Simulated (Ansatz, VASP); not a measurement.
**HfN: VASP beside Ansatz**

```
CELL_PARAMETERS angstrom
0.00000 2.42414 2.45482
2.48551 0.00000 2.45482
2.48551 2.42414 0.00000
ATOMIC_POSITIONS crystal
Hf 0.00000 0.00000 0.00000
N 0.75000 0.75000 0.75000
```

Change from the starting cell: strain +0.0125 x Voigt [1, -1, 0, 0, 0, 0], atoms carried along.

Alike in both runs: task single point; functional LDA; k mesh 16 × 16 × 16; occupations gaussian, width 0.15 eV; no spin polarisation.

|  | VASP | Ansatz |
| --- | --- | --- |
| version | VASP 6.6.1 | Ansatz 0.2.0 |
| potentials or method | VASP PAW LDA potentials, release 64 (Hf_pv, N), cutoff 520 eV | scalar-relativistic, plane waves, PAW |
| valence electrons in the cell | 15 | 31 |

Ansatz gave:

* gap on the k mesh at the Fermi level (eV): none
* pressure (GPa): -9.6
* traceless stress, the component that is largest in VASP (GPa): -1.99

Q: Which values does VASP return?

A: gap on the k mesh at the Fermi level (eV): none; pressure (GPa): -10.0; traceless stress, the component that is largest in VASP (GPa): -1.98.

LDA's correlation is that of Perdew and Zunger in VASP and of Perdew and Wang (1992) in Ansatz. A gap of «none» marks a metal or a gap that the smearing closes. VASP's potentials hold 15 valence electrons a cell and Ansatz's 31, so a difference there can come from the potentials and not from the codes.

Spin-orbit coupling is off throughout.
